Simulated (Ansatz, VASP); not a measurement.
**Two plane-wave programs on MgO**

Contents of INCAR:

```
PREC = Accurate ; ENCUT = 600
EDIFF = 1E-6 ; ISMEAR = -1
SIGMA = 0.05 ; LREAL = False
LASPH = True ; NELM = 120
ALGO = Normal ; ISIF = 2
LWAVE = False ; LCHARG = True
GGA = CA ; LELF = True
LVHAR = True ; NBANDS = 11
GGA_COMPAT = False
```

The input KPOINTS:

```
regular mesh
0
Gamma
  9 9 9
```

Contents of POSCAR:

```
MgO
1.0
    0.0000000000      2.1285000000      2.1285000000
    2.1285000000      0.0000000000      2.1285000000
    2.1285000000      2.1285000000      0.0000000000
Mg O
1 1
Direct
    0.0000000000      0.0000000000      0.0000000000
    0.5000000000      0.5000000000      0.5000000000
```

Input for Ansatz:

```yaml
crystal:
  lattice:
    - [0.0, 2.1285, 2.1285]
    - [2.1285, 0.0, 2.1285]
    - [2.1285, 2.1285, 0.0]
  atoms:
    - { symbol: Mg, position: [0.0, 0.0, 0.0] }
    - { symbol: O, position: [0.5, 0.5, 0.5] }
hamiltonian:
  xc: lda
  pseudopotentials: { kind: paw }
basis:
  ecutwfc: 420
kpoints:
  mp_grid: { grid: [9, 9, 9] }
scf:
  occupations: { method: fermi_dirac, width: 0.05 }
  lower_state_search: "off"
  algorithm: density_mixing
  max_iter: 60
  mixing: { algorithm: broyden, beta: 0.3, preconditioner: kerker }
output:
  forces: true
  stress: true
```

Alike in both runs: task single point; functional LDA; k mesh 9 × 9 × 9; occupations fermi-dirac, width 0.05 eV; no spin polarisation.

|  | VASP | Ansatz |
| --- | --- | --- |
| version | VASP 6.6.1 | Ansatz 0.2.0 |
| potentials or method | VASP PAW LDA potentials, release 64 (Mg, O), cutoff 600 eV | PAW, plane waves, scalar-relativistic |
| valence electrons in the cell | 8 | 16 |

|  | VASP | Ansatz | Ansatz less VASP |
| --- | --- | --- | --- |
| pressure (GPa) | -12.3 | -10.4 | +1.90 |

LDA's correlation is that of Perdew and Zunger in VASP and of Perdew and Wang (1992) in Ansatz. VASP's potentials hold 8 valence electrons a cell and Ansatz's 16, so a difference there can come from the potentials and not from the codes.
